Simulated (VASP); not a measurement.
Write the native input for VASP 6.6.1 that does the following.

| Quantity | Value |
| --- | --- |
| Task | single point |
| Functional | PBEsol |
| Potentials or basis | VASP PAW PBE potentials, release 64 (Mg, I) |
| Cutoff | 520 eV |
| k mesh | 6 × 6 × 4 |
| Occupations | gaussian, width 0.05 eV |
| Spin | no spin polarisation |
| Dipole correction | no |
| Further INCAR settings | ALGO = Normal; EDIFF = 1e-06; NBANDS = 15 |

The structure of MgI2 lies in POSCAR:

```
MgI2
1.0
    4.0913946196      0.0000000000      0.0000000000
   -2.0456973098      3.5432516774      0.0000000000
    0.0000000000      0.0000000000      6.9649300000
Mg I
1 2
Direct
    0.0000000000      0.0000000000      0.0000000000
    0.3333333333      0.6666666667      0.7576300000
    0.6666666667      0.3333333333      0.2423700000
```

This cell differs from its parent crystal: strain -0.015 along x and y, +0.015 along z.

One way to write it, as run:

INCAR

```
SYSTEM = MgI2
ALGO = Normal
EDIFF = 1E-6
ENCUT = 520
GGA = PS
ISIF = 2
ISMEAR = 0
LASPH = .TRUE.
LCHARG = .TRUE.
LELF = .TRUE.
LREAL = .FALSE.
LVHAR = .TRUE.
LWAVE = .FALSE.
NBANDS = 15
NELM = 60
PREC = Accurate
SIGMA = 0.05
```

KPOINTS

```
k-points
0
G
  6 6 4
  0 0 0
```

Potentials or basis: VASP PAW PBE potentials, release 64 (Mg, I).

The run is started by

```sh
$ cat potpaw_PBE.64/Mg/POTCAR potpaw_PBE.64/I/POTCAR > POTCAR
$ mpirun -np 1 vasp_std > vasp.out
```

It gave:

```json
{
  "Pressure": "0.3 GPa",
  "Largest force": "0.045 eV/Å",
  "Band gap on the k mesh": "3.48 eV, indirect (least direct gap 3.69 eV)"
}
```

Caveat: the cell differs from its parent crystal (strain -0.015 along x and y, +0.015 along z); the PAW data sets were made with another functional, which shifts forces and pressure a little; spin-orbit coupling is left out, which moves the levels of the heavy elements; this functional lacks dispersion, which binds the layers, so the pressure and a relaxed spacing across them are unreliable.

It took 20 s on 1 thread of AMD EPYC 9R14 (Zen 4) (shared host), peak memory 0.19 GiB.
